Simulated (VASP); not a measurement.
Runs of VASP 6.6.1 on Zr. The structure is that of space group P6_3/mmc (No. 194), or close to it. The cells are those of the table. 

```csv
task,cell,k mesh,cutoff (eV),gap on the mesh (eV),pressure (GPa)
single point,"a = 3.377, b = 3.377, c = 5.030 Å, angles 90.0, 90.0, 120.0°, 2 atoms",15 × 15 × 8,520,none,-4.7
single point,"a = 3.232, b = 3.232, c = 5.170 Å, angles 90.0, 90.0, 120.0°, 2 atoms",15 × 15 × 8,520,none,0.0
relaxation of cell and atoms,"relaxed from a = 3.239, b = 3.239, c = 5.172 Å, angles 90.0, 90.0, 120.0°, 2 atoms",15 × 15 × 8,600,none,0.0
single point,"a = 3.239, b = 3.239, c = 5.172 Å, angles 90.0, 90.0, 120.0°, 2 atoms",6 × 6 × 4,500,none,(a)
```

Alike in all rows: level PBE; potentials or basis VASP PAW PBE potentials, release 64 (Zr_sv); no spin polarisation; smearing gaussian 0.1 eV.

Problem. Fill in the values left out.

Solution. (a) -0.6.

Caveats: some runs use coarse meshes.

A k mesh can miss the band edges, and the runs leave out spin-orbit coupling on Zr.

A gap of «none» marks levels without a gap at the run's occupations.
